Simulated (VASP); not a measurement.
Set up this calculation in VASP 6.6.1, as the native input.

- Task: single point
- Functional: r2SCAN
- Potentials or basis: VASP PAW PBE potentials, release 64 (Ta_sv_GW, N)
- Cutoff: 660 eV
- k mesh: 10 × 10 × 10
- Occupations: fermi-dirac, width 0.05 eV
- Spin: no spin polarisation
- Hubbard terms: Ta d U = 5.0 eV
- Dipole correction: no
- Second run: valence_matched
- Further INCAR settings: ALGO = Normal; EDIFF = 1e-06; NBANDS = 16

Crystal: TaN.

```xyz
2
Lattice="0.0000 2.2113 2.2113 2.2113 0.0000 2.2113 2.2113 2.2113 0.0000" Properties=species:S:1:pos:R:3 pbc="T T T"
Ta    2.2113    2.2113    2.2113
N     0.0000    0.0000    0.0000
```

One way to write it, as run:

POSCAR

```
TaN
1.0
    0.0000000000      2.2113230000      2.2113230000
    2.2113230000      0.0000000000      2.2113230000
    2.2113230000      2.2113230000      0.0000000000
Ta N
1 1
Direct
    0.5000000000      0.5000000000      0.5000000000
    0.0000000000      0.0000000000      0.0000000000
```

INCAR.step1

```
SYSTEM = TaN
PREC     = Accurate       ! precision mode
ENCUT    = 660            ! plane-wave cutoff, eV
ISMEAR   = -1             ! smearing method
SIGMA    = 0.05           ! smearing width, eV
LREAL    = .False.        ! projectors in reciprocal space
LASPH    = .True.         ! aspherical terms in the spheres
NELM     = 200            ! most SCF steps
LMAXMIX  = 4              ! l up to which the mixer works
LDAU     = .True.         ! DFT+U
LDAUTYPE = 2            
LDAUL    = 2 -1           ! shell
LDAUU    = 5 0            ! U, eV
LDAUJ    = 0 0          
NBANDS   = 16             ! bands
GGA      = PE             ! functional
ALGO     = Normal         ! electronic algorithm
EDIFF    = 1E-5           ! SCF threshold, eV
LWAVE    = .True.         ! write WAVECAR
LCHARG   = .False.        ! write CHGCAR
GGA_COMPAT= .False.
```

INCAR.step2

```
SYSTEM = TaN
PREC     = Accurate       ! precision mode
ENCUT    = 660            ! plane-wave cutoff, eV
EDIFF    = 1E-6           ! SCF threshold, eV
ISMEAR   = -1             ! smearing method
SIGMA    = 0.05           ! smearing width, eV
LREAL    = .False.        ! projectors in reciprocal space
LASPH    = .True.         ! aspherical terms in the spheres
NELM     = 200            ! most SCF steps
ALGO     = Normal         ! electronic algorithm
ISIF     = 2              ! what is computed and relaxed
LWAVE    = .False.        ! write WAVECAR
LCHARG   = .True.         ! write CHGCAR
LMAXMIX  = 4              ! l up to which the mixer works
LDAU     = .True.         ! DFT+U
LDAUTYPE = 2            
LDAUL    = 2 -1           ! shell
LDAUU    = 5 0            ! U, eV
LDAUJ    = 0 0          
LDAUPRINT= 1            
METAGGA  = R2SCAN         ! meta-GGA
LMIXTAU  = .True.       
LELF     = .True.         ! ELF
LVHAR    = .True.       
NBANDS   = 16             ! bands
ISTART   = 1            
GGA_COMPAT= .False.
```

KPOINTS

```
Automatic mesh
0
Gamma
  10 10 10
  0 0 0
```

Potentials or basis: VASP PAW PBE potentials, release 64 (Ta_sv_GW, N).

Launch:

```sh
$ cat potpaw_PBE.64/Ta_sv_GW/POTCAR potpaw_PBE.64/N/POTCAR > POTCAR
$ cp INCAR.step1 INCAR
$ mpirun -np 1 vasp_std > vasp.out
$ cp INCAR.step2 INCAR
$ mpirun -np 1 vasp_std > vasp.out
```

Results of the run:

```
Pressure               : 8.9 GPa
Band gap on the k mesh : zero (band 9 reaches 16.28 eV, above the bottom of band 10 at 12.26 eV)
```

Caveat: the PAW data sets were made with another functional, which shifts forces and pressure a little; spin-orbit coupling is left out, which moves the levels of the heavy elements; U without spin polarisation on a metal has little footing.

It took 71 s on 1 thread of AMD EPYC 9R45 96-Core Processor (Zen 5) (shared host), peak memory 0.16 GiB.
